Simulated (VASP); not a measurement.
A run of VASP 6.6.1:

File POSCAR:

```
GaP
1.0
    0.0000000000      2.7253992874      2.8071612660
    2.7253992874      0.0000000000      2.8071612660
    2.7253992874      2.7253992874      0.0000000000
Ga P
1 1
Direct
    0.0000000000      0.0000000000      0.0000000000
    0.2500000000      0.2500000000      0.2500000000
```

The input INCAR.step1:

```
SYSTEM = GaP
  PREC = Accurate
  ENCUT = 520
  ISMEAR = 0
  SIGMA = 0.01
  LREAL = .False.
  LASPH = .True.
  NELM = 60
  NBANDS = 16
  GGA = PE
  ALGO = Normal
  EDIFF = 1E-4
  LWAVE = .True.
  LCHARG = .False.
```

File INCAR.step2:

```
SYSTEM = GaP
  PREC = Accurate
  ENCUT = 520
  EDIFF = 1E-6
  ISMEAR = 0
  SIGMA = 0.01
  LREAL = .False.
  LASPH = .True.
  NELM = 60
  ALGO = Normal
  ISIF = 2
  LWAVE = .False.
  LCHARG = .False.
  METAGGA = R2SCAN
  LMIXTAU = .True.
  NBANDS = 16
  ISTART = 1
```

The input KPOINTS:

```
Automatic mesh
0
Gamma
  8 8 8
  0 0 0
```

Potentials or basis: VASP PAW PBE potentials, release 64 (Ga_d, P).

Launch:

```bash
$ cat potpaw_PBE.64/Ga_d/POTCAR potpaw_PBE.64/P/POTCAR > POTCAR
$ cp INCAR.step1 INCAR
$ mpirun -np 1 vasp_std > vasp.out
$ cp INCAR.step2 INCAR
$ mpirun -np 1 vasp_std > vasp.out
```

Hardware: 1 thread of Intel Xeon 6975P-C (shared host).

**Question.** How long does it take, and how much memory?

**Answer.** Run time: 100 s on 1 thread of Intel Xeon 6975P-C (shared host), peak memory 0.19 GiB. Counts: k points 59.
